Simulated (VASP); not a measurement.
Write the native input for VASP 6.6.1 that does the following.

```yaml
Task: electric field gradients
Functional: LDA
Potentials_or_basis: VASP PAW LDA potentials, release 64 (Ba_sv, F)
Cutoff: 520 eV
k_mesh: 8 × 8 × 8
Occupations: fermi-dirac, width 0.01 eV
Spin: no spin polarisation
Dipole_correction: no
Further_INCAR_settings: ALGO = Normal; EDIFF = 1e-08; NBANDS = 19
```

The structure of BaF2 lies in POSCAR:

```
BaF2
1.0
    0.0000000000      3.1103492451      3.1103492451
    3.1103492451      0.0000000000      3.1103492451
    3.1103492451      3.1103492451      0.0000000000
Ba F
1 2
Direct
    0.0000000000      0.0000000000      0.0000000000
    0.2500000000      0.2500000000      0.2500000000
    0.7500000000      0.7500000000      0.7500000000
```

This cell differs from its parent crystal: volume scaled by 1.01.

The input as run:

INCAR

```
PREC = Accurate
ENCUT = 520
EDIFF = 1E-8
ISMEAR = -1
SIGMA = 0.01
LREAL = False
LASPH = True
NELM = 120
ALGO = Normal
ISIF = 2
LWAVE = False
LCHARG = False
LEFG = True
NBANDS = 19
GGA_COMPAT = False
```

KPOINTS

```
regular mesh
0
Gamma
  8 8 8
```

Potentials or basis: VASP PAW LDA potentials, release 64 (Ba_sv, F).

Run with:

```sh
$ cat potpaw_LDA.64/Ba_sv/POTCAR potpaw_LDA.64/F/POTCAR > POTCAR
$ mpirun -np 1 vasp_std > vasp.out
```

It gave:

```json
{"Pressure": "-3.9 GPa", "Band gap on the k mesh": "6.35 eV, indirect (least direct gap 6.43 eV)"}
```

Caveat: without QUAD_EFG the Cq values of the log hold for a quadrupole moment of 1 mb, not for the nuclei; spin-orbit coupling is left out, which moves the levels of the heavy elements.

It took 32 s on 1 thread of Intel(R) Xeon(R) Platinum 8259CL CPU @ 2.50GHz (Skylake/Cascade Lake) (shared host), peak memory 0.18 GiB.
